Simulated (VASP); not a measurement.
SiO2: relaxation of cell and atoms with PBE

The system is SiO2.

```
Si O
1.0
    -4.47204    4.47204    2.61177
     4.47204   -4.47204    2.61177
     4.47204    4.47204   -2.61177
Si O
4 8
Direct
  0.82311 0.82311 0.64622
  0.17689 0.82311 0.00000
  0.82311 0.17689 0.00000
  0.17689 0.17689 0.35378
  0.00000 0.79145 0.79145
  0.20855 0.00000 0.20855
  0.79145 0.00000 0.79145
  0.00000 0.20855 0.20855
  0.00000 0.00000 0.50000
  0.50000 0.00000 0.00000
  0.00000 0.50000 0.00000
  0.50000 0.50000 0.50000
```

```json
{"Program": "VASP 6.6.1", "Task": "relaxation of cell and atoms", "Functional": "PBE", "Potentials or basis": "VASP PAW PBE potentials, release 64 (Si, O)", "Cutoff": "600 eV", "k mesh": "6 × 6 × 6", "Occupations": "fermi-dirac, width 0.05 eV", "Spin": "no spin polarisation", "Dipole correction": "no", "Further INCAR settings": "ALGO = Normal; EDIFF = 1e-07; IBRION = 2; EDIFFG = -0.01; NSW = 60; ISIF = 3"}
```

| Quantity | Value |
| --- | --- |
| Relaxed volume | 17.82 Å³/atom |
| Relaxed cell | a = 6.892 Å, b = 6.892 Å, c = 6.892 Å, α = 98.41°, β = 98.41°, γ = 135.03° |
| Space group after relaxing (to 0.1 Å) | I4/mmm (No. 139) |
| Energy gained by relaxing | 4.6 meV/atom |
| Ionic steps | 9 |
| Pressure after relaxing | 0.0 GPa |
| Largest force after relaxing | 0.004 eV/Å |
| Band gap on the k mesh | 5.36 eV |

Forces on the atoms (eV/Å):
```
Si  -0.003 -0.003  0.000
Si  -0.003  0.003  0.000
Si   0.003 -0.003  0.000
Si   0.003  0.003  0.000
O   -0.001  0.000  0.000
O    0.000  0.001  0.000
O    0.000 -0.001  0.000
O    0.001  0.000  0.000
O    0.000  0.000  0.000
O    0.000  0.000  0.000
O    0.000  0.000  0.000
O    0.000  0.000  0.000
```

Step by step:
```
step  energy change (eV)  largest force (eV/Å)  pressure (GPa)  volume (Å³)
   1              0.0000                0.2022            3.51       208.93
   2              0.0368                0.2034           -4.14       220.66
   3             -0.0552                0.0181           -0.03       213.95
   4             -0.0552                0.0217            0.04       213.85
   5             -0.0553                0.0170            0.04       213.83
   6             -0.0554                0.0477            0.04       213.76
   7             -0.0554                0.0342            0.04       213.78
   8             -0.0554                0.0170            0.02       213.79
   9             -0.0555                0.0041            0.00       213.81
```

Final structure:
```
Si O
1.0
    -4.50323    4.50323    2.63584
     4.50323   -4.50323    2.63584
     4.50323    4.50323   -2.63584
Si O
4 8
Direct
  0.82304 0.82304 0.64607
  0.17696 0.82304 0.00000
  0.82304 0.17696 0.00000
  0.17696 0.17696 0.35393
  0.00000 0.79062 0.79062
  0.20938 0.00000 0.20938
  0.79062 0.00000 0.79062
  0.00000 0.20938 0.20938
  0.00000 0.00000 0.50000
  0.50000 0.00000 0.00000
  0.00000 0.50000 0.00000
  0.50000 0.50000 0.50000
```

Levels at points of the mesh, in eV from the valence-band top:
```tsv
k point	band 29	band 30	band 31	band 32	band 33	band 34	band 35	band 36
(0.00, 0.00, 0.00)	-0.81	-0.66	-0.02	0.00	5.36	8.26	8.41	8.63
(0.50, 0.00, 0.00)	-1.07	-0.74	-0.57	-0.25	7.52	7.69	8.59	8.71
(0.50, 0.50, 0.00)	-0.44	-0.38	-0.37	-0.24	6.50	6.89	8.49	8.76
(0.50, 0.50, 0.50)	-0.98	-0.18	0.00	0.00	7.45	7.45	7.57	8.02
```

Run time: 21 min on 1 thread of Oxide Virtual Turin-like Processor, with other jobs on the host, peak memory 0.56 GiB.

A k mesh can miss the band edges.
